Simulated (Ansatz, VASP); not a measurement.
## One calculation of RbBr3, two programs

```
CELL_PARAMETERS angstrom
-2.25857 2.25857 6.43700
2.25857 -2.25857 6.43700
2.25857 2.25857 -6.43700
ATOMIC_POSITIONS crystal
Rb 0.00000 0.00000 0.00000
Br 0.75000 0.25000 0.50000
Br 0.25000 0.75000 0.50000
Br 0.50000 0.50000 0.00000
```

Alike in both runs: task single point; functional PBE; k mesh 7 × 7 × 7; occupations gaussian, width 0.01 eV; no spin polarisation.

|  | VASP | Ansatz |
| --- | --- | --- |
| version | VASP 6.6.1 | Ansatz 0.2.0 |
| potentials or method | VASP PAW PBE potentials, release 64 (Rb_sv, Br), cutoff 500 eV | scalar-relativistic, plane waves, PAW |
| valence electrons in the cell | 30 | 30 |

Ansatz gave:

- gap on the k mesh at the Fermi level (eV): none
- pressure (GPa): 0.7
- traceless stress, the component that is largest in VASP (GPa): 0.27

Q: Estimate VASP's values.

A: gap on the k mesh at the Fermi level (eV): none; pressure (GPa): 0.8; traceless stress, the component that is largest in VASP (GPa): 0.23.

A gap of «none» marks a metal or a gap that the smearing closes.
